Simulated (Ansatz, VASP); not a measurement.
# Two plane-wave programs on Mg3H8

The input INCAR:

```
SYSTEM = Mg3H8
PREC = Accurate
ENCUT = 750
EDIFF = 1E-7
ISMEAR = 0
SIGMA = 0.1
LREAL = .FALSE.
LASPH = .TRUE.
NELM = 120
ALGO = Normal
ISIF = 3
LWAVE = .FALSE.
LCHARG = .FALSE.
GGA = PE
IBRION = 2
NSW = 90
EDIFFG = -0.04
GGA_COMPAT = .FALSE.
NELMIN = 4
```

File KPOINTS:

```
regular mesh
0
G
  6 6 4
  0 0 0
```

The input POSCAR:

```
Mg3H8
1.0
    4.8060284400      0.0000000000      0.0000000000
   -2.4030142200      4.1621427200      0.0000000000
    0.0000000000      0.0000000000      5.7753558800
Mg H
3 8
Direct
    0.3333333300      0.6666666700      0.7445032700
    0.3333333300      0.6666666700      0.2554967300
    0.6666666700      0.3333333300      0.0000000000
    0.4547490800      0.5452509200      0.5000000000
    0.4547490800      0.9094981500      0.5000000000
    0.0905018500      0.5452509200      0.5000000000
    0.3333333300      0.6666666700      0.5000000000
    0.0812519200      0.9187480800      0.0000000000
    0.0812519200      0.1625038400      0.0000000000
    0.8374961600      0.9187480800      0.0000000000
    0.3333333300      0.6666666700      0.0000000000
```

Input for Ansatz:

```yaml
crystal:
  lattice:
    - [4.80602844, 0.0, 0.0]
    - [-2.40301422, 4.16214272, 0.0]
    - [0.0, 0.0, 5.77535588]
  atoms:
    - { symbol: Mg, position: [0.33333333, 0.66666667, 0.74450327] }
    - { symbol: Mg, position: [0.33333333, 0.66666667, 0.25549673] }
    - { symbol: Mg, position: [0.66666667, 0.33333333, 0.0] }
    - { symbol: H, position: [0.45474908, 0.54525092, 0.5] }
    - { symbol: H, position: [0.45474908, 0.90949815, 0.5] }
    - { symbol: H, position: [0.09050185, 0.54525092, 0.5] }
    - { symbol: H, position: [0.33333333, 0.66666667, 0.5] }
    - { symbol: H, position: [0.08125192, 0.91874808, 0.0] }
    - { symbol: H, position: [0.08125192, 0.16250384, 0.0] }
    - { symbol: H, position: [0.83749616, 0.91874808, 0.0] }
    - { symbol: H, position: [0.33333333, 0.66666667, 0.0] }
basis:
  ecutwfc: 420
kpoints:
  mp_grid: { grid: [6, 6, 4] }
hamiltonian:
  xc: pbe
scf:
  occupations: { method: gaussian, width: 0.1 }
  lower_state_search: "off"
output:
  forces: true
  stress: true
  eigenvalues: true
relax:
  adjacent_minimum: "off"
  f_tol: 0.04
  max_steps: 70
  cell: { stress_tol: 0.4 }
```

Alike in both runs: task relaxation of cell and atoms; functional PBE; k mesh 6 × 6 × 4; occupations gaussian, width 0.1 eV; no spin polarisation.

|  | VASP | Ansatz |
| --- | --- | --- |
| version | VASP 6.6.1 | Ansatz 0.2.0 |
| potentials or method | VASP PAW PBE potentials, release 64 (Mg_sv, H), cutoff 750 eV | scalar-relativistic, plane waves, PAW |
| valence electrons in the cell | 38 | 38 |

|  | VASP | Ansatz | Ansatz less VASP |
| --- | --- | --- | --- |
| gap on the k mesh at the Fermi level, each at its own relaxed structure (eV) | none | none | - |
| relaxed volume (Å³/atom) | 9.70 | 10.46 | +0.762 |
| relaxed length of the cell vector where the two differ most in proportion (Å) | 3.944 | 4.116 | +0.1717 |

A gap of «none» marks a metal or a gap that the smearing closes. One of these differences is far larger than is usual between the two programs; its cause wasn't traced.
